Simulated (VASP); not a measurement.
Set up this calculation in VASP 6.6.1, as the native input.

```yaml
Task: single point
Functional: HF
Potentials_or_basis: VASP PAW PBE potentials, release 64 (K_sv, Mg, F)
Cutoff: 520 eV
k_mesh: 4 × 4 × 4
Occupations: gaussian, width 0.01 eV
Spin: no spin polarisation
Dipole_correction: no
Grid_for_exact_exchange_PRECFOCK: Fast
Further_INCAR_settings: ALGO = Normal; EDIFF = 1e-06; NBANDS = 24
Share_of_exact_exchange: 1
```

Crystal: KMgF3.

```
K Mg F
1.0
     3.98024    0.00000    0.00000
     0.00000    3.98024    0.00000
     0.00000    0.00000    3.98024
K Mg F
1 1 3
Direct
  0.50000 0.50000 0.50000
  0.00000 0.00000 0.00000
  0.50000 0.00000 0.00000
  0.00000 0.50000 0.00000
  0.00000 0.00000 0.50000
```

These files were run (other wordings do the same):

POSCAR

```
KMgF3
1.0
    3.9802355636      0.0000000000      0.0000000000
    0.0000000000      3.9802355636      0.0000000000
    0.0000000000      0.0000000000      3.9802355636
K Mg F
1 1 3
Direct
    0.5000000000      0.5000000000      0.5000000000
    0.0000000000      0.0000000000      0.0000000000
    0.5000000000      0.0000000000      0.0000000000
    0.0000000000      0.5000000000      0.0000000000
    0.0000000000      0.0000000000      0.5000000000
```

INCAR.step1

```
SYSTEM = KMgF3
  ALGO = Normal
  EDIFF = 1E-5
  ENCUT = 520
  GGA = PE
  ISIF = 2
  ISMEAR = 0
  LASPH = .TRUE.
  LREAL = .FALSE.
  LWAVE = .TRUE.
  NBANDS = 24
  NELM = 100
  PREC = Accurate
  SIGMA = 0.01
```

INCAR.step2

```
SYSTEM = KMgF3
  AEXX = 1.0
  AGGAC = 0.0
  ALDAC = 0.0
  ALGO = Normal
  EDIFF = 1E-6
  ENCUT = 520
  GGA = PE
  ISIF = 2
  ISMEAR = 0
  ISTART = 1
  LASPH = .TRUE.
  LCHARG = .TRUE.
  LELF = .TRUE.
  LHFCALC = .TRUE.
  LREAL = .FALSE.
  LVHAR = .TRUE.
  LWAVE = .FALSE.
  NBANDS = 24
  NELM = 100
  PREC = Accurate
  PRECFOCK = Fast
  SIGMA = 0.01
```

KPOINTS

```
k-points
0
G
  4 4 4
  0 0 0
```

Potentials or basis: VASP PAW PBE potentials, release 64 (K_sv, Mg, F).

The run is started by

```sh
$ cat potpaw_PBE.64/K_sv/POTCAR potpaw_PBE.64/Mg/POTCAR potpaw_PBE.64/F/POTCAR > POTCAR
$ cp INCAR.step1 INCAR
$ mpirun -np 1 vasp_std > vasp.out
$ cp INCAR.step2 INCAR
$ mpirun -np 1 vasp_std > vasp.out
```

It gave:

* Pressure: 1.6 GPa
* Band gap on the k mesh: 19.79 eV (least direct gap 20.02 eV)

Caveat: the PAW data sets were made with another functional, which shifts forces and pressure a little.

Wall time 13 min on 1 thread of Intel(R) Xeon(R) Platinum 8375C CPU @ 2.90GHz (Ice Lake), on a shared host, peak memory 0.18 GiB.
